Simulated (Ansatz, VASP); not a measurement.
# Ge: VASP beside Ansatz

Contents of INCAR:

```
PREC = Accurate
ENCUT = 520
EDIFF = 1E-6
ISMEAR = 0
SIGMA = 0.1
LREAL = F
LASPH = T
NELM = 80
ALGO = Normal
ISIF = 2
LWAVE = F
LCHARG = T
GGA = CA
LELF = T
LVHAR = T
NBANDS = 21
```

Contents of KPOINTS:

```
regular mesh
0
Gamma
  10 10 10
```

The input POSCAR:

```
Ge
1.0
    0.0000000000      2.8147752533      2.8147752533
    2.8147752533      0.0000000000      2.8147752533
    2.8147752533      2.8147752533      0.0000000000
Ge
2
Direct
    0.5000000000      0.5000000000      0.5000000000
    0.7500000000      0.7500000000      0.7500000000
```

Input for Ansatz:

```yaml
crystal:
  lattice:
    - [0.0, 2.8147752533, 2.8147752533]
    - [2.8147752533, 0.0, 2.8147752533]
    - [2.8147752533, 2.8147752533, 0.0]
  atoms:
    - { symbol: Ge, position: [0.5, 0.5, 0.5] }
    - { symbol: Ge, position: [0.75, 0.75, 0.75] }
hamiltonian:
  xc: lda
  pseudopotentials:
    kind: paw
    azcp:
      Ge: "pseudopotentials/Ge.paw.azcp"
basis:
  ecutwfc: 420
  fft_grid_basis: typed
kpoints:
  mp_grid: { grid: [10, 10, 10], shift: [0, 0, 0] }
magnetization:
  spin_polarized: false
scf:
  occupations: { method: gaussian, width: 0.1 }
  lower_state_search: "off"
output:
  stress: true
```

Alike in both runs: task single point; functional LDA; k mesh 10 × 10 × 10; occupations gaussian, width 0.1 eV; no spin polarisation.

```csv
,VASP,Ansatz
version,VASP 6.6.1,Ansatz 0.2.0
potentials or method,"VASP PAW LDA potentials, release 64 (Ge_d), cutoff 520 eV","plane waves (420 eV) with PAW, scalar-relativistic"
valence electrons in the cell,28,28
```

|  | VASP | Ansatz | Ansatz less VASP |
| --- | --- | --- | --- |
| pressure (GPa) | -0.1 | -0.3 | -0.21 |

Ansatz warns that its potentials were made for another functional, while VASP's fit it. LDA's correlation is that of Perdew and Zunger in VASP and of Perdew and Wang (1992) in Ansatz.
